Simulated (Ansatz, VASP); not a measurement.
## One calculation of W, two programs

```
W
1.0
     3.15445    0.00000    0.00000
     0.00000    3.15445    0.00000
     0.00000    0.00000   28.61780
W
9
Direct
  0.00000 0.00000 0.27955
  0.50000 0.50000 0.33466
  0.00000 0.00000 0.38977
  0.50000 0.50000 0.44489
  0.00000 0.00000 0.50000
  0.50000 0.50000 0.55511
  0.00000 0.00000 0.61023
  0.50000 0.50000 0.66534
  0.00000 0.00000 0.72045
```

Alike in both runs: task single point; functional PBEsol; k mesh 10 × 10 × 1; occupations fermi-dirac, width 0.03 eV; no spin polarisation.

|  | VASP | Ansatz |
| --- | --- | --- |
| version | VASP 6.6.1 | Ansatz 0.2.0 |
| potentials or method | VASP PAW PBE potentials, release 64 (W_sv) | plane-wave PAW, scalar-relativistic |
| plane-wave cutoff (eV) | 400 | 420 |
| valence electrons in the cell | 126 | 126 |

Ansatz gave:

| Quantity | Value |
| --- | --- |
| rms of the force components (eV/Å) | 0.674 |

Question: What did VASP give for the same quantities?

Answer: rms of the force components (eV/Å): 0.670.

VASP's potentials were made for PBE, not for PBEsol, and Ansatz warns of the same on its side. Atom by atom the forces differ by 0.010 eV/Å (rms over components).

Spin-orbit coupling is off throughout.
